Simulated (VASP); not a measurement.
# ReS (F-43m) in VASP: further runs

ReS is run at these levels: r2SCAN; tasks: single point.

Program: VASP 6.6.1. These are calculated values, not measurements. Logs are shortened: lines on timing, memory, paths and dates and some standing lists are left out, and cuts for length are marked.

## 1. The cell of the first run

It takes space group F-43m (No. 216, cubic). The conventional cell has a = 5.209 Å, b = 5.209 Å, c = 5.209 Å, α = 90.00°, β = 90.00°, γ = 90.00°. Within 3.0 Å of Re (site symmetry -43m) lie 4 S at 2.26 Å. S (site symmetry -43m) has 4 Re at 2.26 Å within 3.0 Å.

## 2. Single point, r2SCAN

Contents of POSCAR:

```
ReS
1.0
    0.0000000000      2.6046948912      2.6046948912
    2.6046948912      0.0000000000      2.6046948912
    2.6046948912      2.6046948912      0.0000000000
Re S
1 1
Direct
    0.0000000000      0.0000000000      0.0000000000
    0.2500000000      0.2500000000      0.2500000000
```

Contents of INCAR.step1:

```
  PREC = Accurate
  ENCUT = 520
  ISMEAR = 0
  SIGMA = 0.05
  LREAL = False
  LASPH = True
  NELM = 80
  NBANDS = 14
  GGA = PE
  ALGO = Normal
  EDIFF = 1E-4
  LWAVE = True
  LCHARG = False
```

Contents of INCAR.step2:

```
  PREC = Accurate
  ENCUT = 520
  EDIFF = 1E-6
  ISMEAR = 0
  SIGMA = 0.05
  LREAL = False
  LASPH = True
  NELM = 80
  ALGO = Normal
  ISIF = 2
  LWAVE = False
  LCHARG = False
  METAGGA = R2SCAN
  LMIXTAU = True
  NBANDS = 14
  ISTART = 1
```

Contents of KPOINTS:

```
regular mesh
0
Gamma
  12 12 12
```

Potentials or basis: VASP PAW PBE potentials, release 64 (Re, S).

Started as:

```
$ cat potpaw_PBE.64/Re/POTCAR potpaw_PBE.64/S/POTCAR > POTCAR
$ cp INCAR.step1 INCAR
$ mpirun -np 1 vasp_std > vasp.out
$ cp INCAR.step2 INCAR
$ mpirun -np 1 vasp_std > vasp.out
```

OUTCAR:

```text
PREC = Accurate
   ENCUT = 520
   EDIFF = 1E-6
   ISMEAR = 0
   LREAL = False
   LASPH = True
   NELM = 80
   ISIF = 2
   METAGGA = R2SCAN
   ISTART = 1

 ion  position               nearest neighbor table
   1  0.000  0.000  0.000-   2 2.26   2 2.26   2 2.26   2 2.26
   2  0.250  0.250  0.250-   1 2.26   1 2.26   1 2.26   1 2.26

  LATTYP: Found a face centered cubic cell.
 ALAT       =     5.2093897824

  Lattice vectors:

 A1 = (   0.0000000000,   2.6046948912,   2.6046948912)
 A2 = (   2.6046948912,   0.0000000000,   2.6046948912)
 A3 = (   2.6046948912,   2.6046948912,   0.0000000000)

Analysis of symmetry for initial positions (statically):
=====================================================================
 Subroutine PRICEL returns:
 Original cell was already a primitive cell.

 Routine SETGRP: Setting up the symmetry group for a
 face centered cubic supercell.

 Subroutine GETGRP returns: Found 24 space group operations
 (whereof 24 operations were pure point group operations)
 out of a pool of 48 trial point group operations.

The static configuration has the point symmetry T_d .

Analysis of symmetry for dynamics (positions and initial velocities):
=====================================================================
 Subroutine PRICEL returns:
 Original cell was already a primitive cell.

 Routine SETGRP: Setting up the symmetry group for a
 face centered cubic supercell.

 Subroutine GETGRP returns: Found 24 space group operations
 (whereof 24 operations were pure point group operations)
 out of a pool of 48 trial point group operations.

The dynamic configuration has the point symmetry T_d .

 Subroutine INISYM returns: Found 24 space group operations
 (whereof 24 operations are pure point group operations),
 and found     1 'primitive' translations

----------------------------------------------------------------------------------------

                                     Primitive cell

  volume of cell :      35.3428

  direct lattice vectors                    reciprocal lattice vectors
     0.000000000  2.604694891  2.604694891    -0.191961063  0.191961063  0.191961063
     2.604694891  0.000000000  2.604694891     0.191961063 -0.191961063  0.191961063
     2.604694891  2.604694891  0.000000000     0.191961063  0.191961063 -0.191961063

  length of vectors
     3.683594841  3.683594841  3.683594841     0.332486314  0.332486314  0.332486314

  position of ions in fractional coordinates (direct lattice)
     0.000000000  0.000000000  0.000000000
     0.250000000  0.250000000  0.250000000

  ion indices of the primitive-cell ions
   primitive index   ion index
                 1           1
                 2           2

----------------------------------------------------------------------------------------

 KPOINTS: regular mesh

Automatic generation of k-mesh.
 Grid dimensions read from file:
 generate k-points for:   12   12   12

 Generating k-lattice:

  Cartesian coordinates                     Fractional coordinates (reciprocal lattice)
    -0.015996755  0.015996755  0.015996755     0.083333333  0.000000000  0.000000000
     0.015996755 -0.015996755  0.015996755     0.000000000  0.083333333  0.000000000
     0.015996755  0.015996755 -0.015996755     0.000000000  0.000000000  0.083333333

  Length of vectors
     0.027707193  0.027707193  0.027707193

  Shift w.r.t. Gamma in fractional coordinates (k-lattice)
     0.000000000  0.000000000  0.000000000

 Subroutine IBZKPT returns following result:
 ===========================================

 Found     72 irreducible k-points:

 Following reciprocal coordinates:
            Coordinates               Weight
  0.000000  0.000000  0.000000      1.000000
  0.083333  0.000000  0.000000      8.000000
  0.166667  0.000000  0.000000      8.000000
  0.250000  0.000000  0.000000      8.000000
  0.333333  0.000000  0.000000      8.000000
  0.416667  0.000000  0.000000      8.000000
[... 16 lines left out ...]
  0.500000  0.166667  0.000000     24.000000
 -0.416667  0.166667  0.000000     24.000000
 [... further k-points ...]
   k-points           NKPTS =     72   k-points in BZ     NKDIM =     72   number of bands    NBANDS=     14
   number of dos      NEDOS =    301   number of ions     NIONS =      2
   total plane-waves  NPLWV =  21952
   dimension x,y,z NGX =    28 NGY =   28 NGZ =   28
   dimension x,y,z NGXF=    56 NGYF=   56 NGZF=   56
   ions per type =               1   1
   NGX,Y,Z   is equivalent  to a cutoff of  12.64, 12.64, 12.64 a.u.
   NGXF,Y,Z  is equivalent  to a cutoff of  25.27, 25.27, 25.27 a.u.
 SYSTEM =  unknown system
   PREC   = accura    normal or accurate (medium, high low for compatibility)
   ISTART =      1    job   : 0-new  1-cont  2-samecut
   ICHARG =      0    charge: 1-file 2-atom 10-const
   ISPIN  =      1    spin polarized calculation?
   LNONCOLLINEAR =      F non collinear calculations
   LSORBIT =      F    spin-orbit coupling
   LASPH  =      T    aspherical Exc in radial PAW
   ENCUT  =  520.0 eV  38.22 Ry    6.18 a.u.   6.85  6.85  6.85*2*pi/ulx,y,z
   NELM   =     80;   NELMIN=  2; NELMDL=  0     # of ELM steps
   EDIFF  = 0.1E-05   stopping-criterion for ELM
   LREAL  =      F    real-space projection
   EDIFFG = 0.1E-04   stopping-criterion for IOM
   NSW    =      0    number of steps for IOM
   IBRION =     -1    ionic relax: 0-MD 1-quasi-New 2-CG
   NFREE  =      0    steps in history (QN), initial steepest desc. (CG)
   ISIF   =      2    stress and relaxation
   ISYM   =      2    0-nonsym 1-usesym 2-fastsym
   POTIM  = 0.5000    time-step for ionic-motion
   TEBEG  =    0.0;   TEEND  =   0.0 temperature during run
   PSTRESS=    0.0 pullay stress
   NELECT =      13.0000    total number of electrons
   NUPDOWN=      -1.0000    fix difference up-down
   EMIN   =  10.00;   EMAX   =-10.00  energy-range for DOS
   EFERMI =   0.00;   METHOD = LEGACY
   ISMEAR =     0;   SIGMA  =   0.05  broadening in eV -4-tet -1-fermi 0-gaus
   EFERMI_NEDOS =   21; number of points for ismear=-14 and -15
   IALGO  =     38    algorithm
   IMIX   =      4    mixing-type and parameters
     AMIX     =   0.40;   BMIX     =  1.00
     AMIX_MAG =   1.60;   BMIX_MAG =  1.00
  volume/ion in A,a.u.               =      17.67       119.25
  Fermi-wavevector in a.u.,A,eV,Ry     =   1.172976  2.216603 18.719882  1.375872
  Thomas-Fermi vector in A             =   2.309396
   LORBIT       =      0    0 simple, 1 ext, 2 COOP (PROOUT), +10 PAW based schemes
   METAGGA = R2SCAN    functional components
   LHFCALC =     F    Hartree Fock is set to
   AEXX    =    0.0000 exact exchange contribution
   IVDW    =     0    specifies the selected vdW correction
   LEPSILON=     F    determine dielectric tensor
   LRPA    =     F    only Hartree local field effects (RPA)
 non-spin polarized calculation
 Gauss-broadening in eV      SIGMA  =   0.05
  energy-cutoff  :      520.00
  volume of cell :       35.34
 maximum number of plane-waves:       963
   NGX = 13   NGY = 13   NGZ = 13

 number of electron      13.0000000 magnetization

 Free energy of the ion-electron system (eV)
  ---------------------------------------------------
  ext. energy  EPLUGINS =         0.00000000
  ---------------------------------------------------
  free energy    TOTEN  =       -59.92530347 eV

  energy without entropy =      -59.92223142  energy(sigma->0) =      -59.92376745

 E-fermi :   6.3930     XC(G=0): -11.9714

 val. band max:        6.3851026857   @ k =  -0.4167   0.4167   0.1667
 cond. band min:       6.4018879132   @ k =   0.5000   0.4167   0.0833
 fundamental gap:      0.0167852276
 Fermi energy:         6.3930391643

 k-point     1 :       0.0000    0.0000    0.0000
  band No.  band energies     occupation
      1     -10.2219      2.00000
      2      -0.1988      2.00000
      3      -0.1988      2.00000
      4      -0.1988      2.00000
      5       5.1087      2.00000
      6       5.1087      2.00000
      7       8.1378      0.00000
      8      11.6092      0.00000
      9      11.6092      0.00000
     10      11.6092      0.00000
     11      15.1136      0.00000
     12      15.1136      0.00000
     13      15.1136      0.00000
     14      20.8460      0.00000

 k-point     2 :       0.0833    0.0000    0.0000
  band No.  band energies     occupation
      1     -10.1531      2.00000
      2      -0.2968      2.00000
      3      -0.1568      2.00000
      4      -0.1568      2.00000
      5       5.0724      2.00000
      6       5.0724      2.00000
      7       8.4250      0.00000
      8      11.2705      0.00000
      9      11.6140      0.00000
     10      11.6140      0.00000
     11      14.6731      0.00000
     12      15.1114      0.00000
     13      15.1114      0.00000
     14      20.9639      0.00000

 k-point     3 :       0.1667    0.0000    0.0000
  band No.  band energies     occupation
      1      -9.9618      2.00000
      2      -0.5226      2.00000
      3      -0.0464      2.00000
      4      -0.0464      2.00000
      5       5.0152      2.00000
      6       5.0152      2.00000
      7       9.0596      0.00000
      8      10.4433      0.00000
      9      11.4628      0.00000
     10      11.4628      0.00000
     11      13.8744      0.00000
     12      15.2406      0.00000
     13      15.2406      0.00000
     14      21.1947      0.00000
[... 324 lines left out ...]
 k-point    23 :       0.5000    0.1667    0.0000
  band No.  band energies     occupation
      1      -9.0367      2.00000
      2      -0.8169      2.00000
      3       0.1797      2.00000
      4       0.5361      2.00000
      5       4.8786      2.00000
      6       5.7840      2.00000
      7       5.9265      2.00000
      8       8.7736      0.00000
      9       9.3892      0.00000
     10      11.9017      0.00000
     11      15.4956      0.00000
     12      16.7374      0.00000
     13      16.7674      0.00000
     14      19.9917      0.00000

 k-point    24 :      -0.4167    0.1667    0.0000
  band No.  band energies     occupation
      1      -9.0178      2.00000
      2      -0.6884      2.00000
      3       0.0663      2.00000
      4       0.5125      2.00000
      5       4.9946      2.00000
      6       5.4043      2.00000
      7       6.1510      2.00000
      8       8.8647      0.00000
      9       9.2690      0.00000
     10      11.8465      0.00000
     11      15.5703      0.00000
     12      16.5848      0.00000
     13      17.0723      0.00000
     14      19.9036      0.00000

 [... further k-points ...]

------------------------ aborting loop because EDIFF is reached ----------------------------------------

  FORCE on cell =-STRESS in cart. coord.  units (eV):
  Direction    XX          YY          ZZ          XY          YZ          ZX
  --------------------------------------------------------------------------------------
  -------------------------------------------------------------------------------------
  Total        0.3611980      0.3611980      0.3611980      0.0000000      0.0000000      0.0000000
  in kB       16.3740213     16.3740213     16.3740213      0.0000000      0.0000000      0.0000000
  external PRESSURE =      16.3740213 kB  Pullay stress =       0.0000000 kB

 VOLUME and BASIS-vectors are now :
 -----------------------------------------------------------------------------
  energy-cutoff  :      520.00
  volume of cell :       35.34
      direct lattice vectors                 reciprocal lattice vectors
     0.000000000  2.604694891  2.604694891    -0.191961063  0.191961063  0.191961063
     2.604694891  0.000000000  2.604694891     0.191961063 -0.191961063  0.191961063
     2.604694891  2.604694891  0.000000000     0.191961063  0.191961063 -0.191961063

 POSITION                                       TOTAL-FORCE (eV/Angst)
 -----------------------------------------------------------------------------------
      0.00000      0.00000      0.00000        -0.000000      0.000000      0.000000
      1.30235      1.30235      1.30235         0.000000     -0.000000     -0.000000
 -----------------------------------------------------------------------------------
    total drift:                               -0.000000     -0.000000     -0.000000

  FREE ENERGIE OF THE ION-ELECTRON SYSTEM (eV)
  ---------------------------------------------------
  free  energy   TOTEN  =       -59.9253034722 eV

  energy  without entropy=      -59.9222314178  energy(sigma->0) =      -59.92376745
```

Run time: 93 s. Hardware: 1 thread of AMD EPYC 9R45 (Zen 5), shared host; peak memory 0.16 GiB.

What came out:

```yaml
Free_energy: -59.9253 eV
Pressure: 1.6 GPa
Band_gap_on_the_k_mesh: zero (an odd number of electrons rules out a gap without spin polarisation)
```

Levels at points of the mesh, in eV from the Fermi level:
```
           k point  band 3  band 4  band 5  band 6  band 7  band 8  band 9  band 10
(0.00, 0.00, 0.00)   -6.59   -6.59   -1.28   -1.28    1.74    5.22    5.22     5.22
(0.50, 0.00, 0.00)   -6.09   -6.09   -0.68   -0.68   -0.42    2.59    2.59     4.35
(0.50, 0.50, 0.00)   -5.04   -5.04   -2.28   -0.79    0.14    0.80    0.80     8.36
```

Caveat: the PAW data sets were made with another functional, which shifts forces and pressure a little; spin-orbit coupling is left out, which moves the levels of the heavy elements.

## 3. Single point, r2SCAN, collinear spin (17.67 Å³/atom)

POSCAR is that of step 2.

Contents of INCAR.step1:

```
SYSTEM = ReS
  PREC = Accurate
  ENCUT = 520
  ISMEAR = 0
  SIGMA = 0.05
  LREAL = .False.
  LASPH = .True.
  NELM = 150
  ISPIN = 2
  MAGMOM = -0.13 0
  LMAXMIX = 4
  NBANDS = 18
  GGA = PE
  ALGO = Normal
  EDIFF = 1E-4
  LWAVE = .True.
  LCHARG = .False.
```

Contents of INCAR.step2:

```
SYSTEM = ReS
  PREC = Accurate
  ENCUT = 520
  EDIFF = 1E-6
  ISMEAR = 0
  SIGMA = 0.05
  LREAL = .False.
  LASPH = .True.
  NELM = 150
  ALGO = Normal
  ISIF = 2
  LWAVE = .False.
  LCHARG = .True.
  ISPIN = 2
  MAGMOM = -0.13 0
  LORBIT = 11
  LMAXMIX = 4
  METAGGA = R2SCAN
  LMIXTAU = .True.
  LELF = .True.
  LVHAR = .True.
  NBANDS = 18
  ISTART = 1
```

Contents of KPOINTS:

```
Automatic mesh
0
Gamma
  12 12 12
  0 0 0
```

Potentials or basis: VASP PAW PBE potentials, release 64 (Re, S).

Started as:

```
$ cat potpaw_PBE.64/Re/POTCAR potpaw_PBE.64/S/POTCAR > POTCAR
$ cp INCAR.step1 INCAR
$ mpirun -np 1 vasp_std > vasp.out
$ cp INCAR.step2 INCAR
$ mpirun -np 1 vasp_std > vasp.out
```

It took 6.7 min on 1 thread of AMD EPYC 9R45 (Zen 5), shared host; peak memory 0.2 GiB.

Results (log left out):

```
Free energy                                           : -59.9262 eV
Pressure                                              : 1.6 GPa
Net moment                                            : -0.21 μB per cell
Site moments                                          : Re -0.20; S -0.00 μB
Valence electrons inside the program's atomic spheres : Re 6.23; S 3.70
```

Levels at points of the mesh, in eV from the Fermi level:
Spin up:
| k point | band 3 | band 4 | band 5 | band 6 | band 7 | band 8 | band 9 | band 10 |
| --- | --- | --- | --- | --- | --- | --- | --- | --- |
| (0.00, 0.00, 0.00) | -6.60 | -6.60 | -1.18 | -1.18 | 1.76 | 5.20 | 5.20 | 5.20 |
| (0.50, 0.00, 0.00) | -6.09 | -6.09 | -0.59 | -0.59 | -0.42 | 2.59 | 2.59 | 4.36 |
| (0.50, 0.50, 0.00) | -5.05 | -5.05 | -2.28 | -0.71 | 0.26 | 0.79 | 0.79 | 8.36 |
Spin down:
| k point | band 5 | band 6 | band 7 | band 8 | band 9 | band 10 |
| --- | --- | --- | --- | --- | --- | --- |
| (0.00, 0.00, 0.00) | -1.45 | -1.45 | 1.68 | 5.18 | 5.18 | 5.18 |
| (0.50, 0.00, 0.00) | -0.83 | -0.83 | -0.49 | 2.54 | 2.54 | 4.30 |
| (0.50, 0.50, 0.00) | -2.34 | -0.92 | -0.05 | 0.73 | 0.73 | 8.30 |

Caveat: the PAW data sets were made with another functional, which shifts forces and pressure a little; spin-orbit coupling is left out, which moves the levels of the heavy elements.

## 4. Single point, r2SCAN, collinear spin

POSCAR is that of step 3.

Contents of INCAR.step1:

```
  PREC = Accurate
  ENCUT = 520
  ISMEAR = 0
  SIGMA = 0.05
  LREAL = False
  LASPH = True
  NELM = 150
  ISPIN = 2
  MAGMOM = 0.5 0
  LMAXMIX = 4
  NBANDS = 18
  GGA = PE
  ALGO = Normal
  EDIFF = 1E-4
  LWAVE = True
  LCHARG = False
```

Contents of INCAR.step2:

```
  PREC = Accurate
  ENCUT = 520
  EDIFF = 1E-6
  ISMEAR = 0
  SIGMA = 0.05
  LREAL = False
  LASPH = True
  NELM = 150
  ALGO = Normal
  ISIF = 2
  LWAVE = False
  LCHARG = False
  ISPIN = 2
  MAGMOM = 0.5 0
  LORBIT = 11
  LMAXMIX = 4
  METAGGA = R2SCAN
  LMIXTAU = True
  NBANDS = 18
  ISTART = 1
```

Contents of KPOINTS:

```
regular mesh
0
Gamma
  12 12 12
```

Started as:

```
$ cat potpaw_PBE.64/Re/POTCAR potpaw_PBE.64/S/POTCAR > POTCAR
$ cp INCAR.step1 INCAR
$ mpirun -np 1 vasp_std > vasp.out
$ cp INCAR.step2 INCAR
$ mpirun -np 1 vasp_std > vasp.out
```

Run time: 7.2 min. Hardware: 1 thread of AMD EPYC 9R45 (Zen 5), shared host; peak memory 0.2 GiB.

The run converged. Its results:

```yaml
Free_energy: -59.9262 eV
Pressure: 1.6 GPa
Net_moment: 0.21 μB per cell
Site_moments: Re +0.20; S +0.00 μB
Valence_electrons_inside_the_program's_atomic_spheres: Re 6.23; S 3.70
```

Levels at points of the mesh, in eV from the Fermi level:
Spin up:
| k point | band 5 | band 6 | band 7 | band 8 | band 9 | band 10 |
| --- | --- | --- | --- | --- | --- | --- |
| (0.00, 0.00, 0.00) | -1.45 | -1.45 | 1.68 | 5.18 | 5.18 | 5.18 |
| (0.50, 0.00, 0.00) | -0.83 | -0.83 | -0.49 | 2.54 | 2.54 | 4.30 |
| (0.50, 0.50, 0.00) | -2.34 | -0.93 | -0.05 | 0.73 | 0.73 | 8.30 |
Spin down:
```
           k point  band 4  band 5  band 6  band 7  band 8  band 9
(0.00, 0.00, 0.00)   -6.60   -1.18   -1.18    1.76    5.20    5.20
(0.50, 0.00, 0.00)   -6.09   -0.59   -0.59   -0.42    2.58    2.58
(0.50, 0.50, 0.00)   -5.05   -2.28   -0.71    0.26    0.79    0.79
```

Caveat: the PAW data sets were made with another functional, which shifts forces and pressure a little; spin-orbit coupling is left out, which moves the levels of the heavy elements.
